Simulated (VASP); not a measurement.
Write the native input for VASP 6.6.1 that does the following.

```yaml
Task: single point
Functional: PBEsol
Potentials_or_basis: VASP PAW PBE potentials, release 64 (W_sv, C)
Cutoff: 520 eV
k_mesh: 24 × 24 × 24
Occupations: gaussian, width 0.15 eV
Spin: no spin polarisation
Dipole_correction: no
Further_INCAR_settings: ALGO = Normal; EDIFF = 1e-06; NBANDS = 16
```

The structure of WC lies in POSCAR:

```
WC
1.0
    0.0000000000      2.1726853743      2.1726853743
    2.0857779593      0.0000000000      2.1726853743
    2.0857779593      2.1726853743      0.0000000000
W C
1 1
Direct
    0.0000000000      0.0000000000      0.0000000000
    0.5000000000      0.5000000000      0.5000000000
```

This cell differs from its parent crystal: strain -0.0400 x Voigt [1, 0, 0, 0, 0, 0].

These files were run (other wordings do the same):

INCAR

```
SYSTEM = WC
ALGO     = Normal         ! electronic algorithm
EDIFF    = 1E-6           ! SCF threshold, eV
ENCUT    = 520            ! plane-wave cutoff, eV
GGA      = PS             ! functional
ISIF     = 2              ! what is computed and relaxed
ISMEAR   = 0              ! smearing method
LASPH    = .True.         ! aspherical terms in the spheres
LCHARG   = .False.        ! write CHGCAR
LREAL    = .False.        ! projectors in reciprocal space
LWAVE    = .False.        ! write WAVECAR
NBANDS   = 16             ! bands
NELM     = 100            ! most SCF steps
PREC     = Accurate       ! precision mode
SIGMA    = 0.15           ! smearing width, eV
```

KPOINTS

```
k-points
0
Gamma
  24 24 24
  0 0 0
```

Potentials or basis: VASP PAW PBE potentials, release 64 (W_sv, C).

Run with:

```sh
$ cat potpaw_PBE.64/W_sv/POTCAR potpaw_PBE.64/C/POTCAR > POTCAR
$ mpirun -np 1 vasp_std > vasp.out
```

Results of the run:

```yaml
Pressure: 20.3 GPa
Band_gap_on_the_k_mesh: zero (bands 9 and 10 overlap by 3.24 eV)
```

Caveat: the cell differs from its parent crystal (strain -0.0400 x Voigt [1, 0, 0, 0, 0, 0]); the cell stands under pressure; the PAW data sets were made with another functional, which shifts forces and pressure a little; spin-orbit coupling is left out, which moves the levels of the heavy elements.

Run time: 85 s on 1 thread of Intel(R) Xeon(R) 6975P-C (Granite Rapids), with other jobs on the host, peak memory 0.42 GiB.
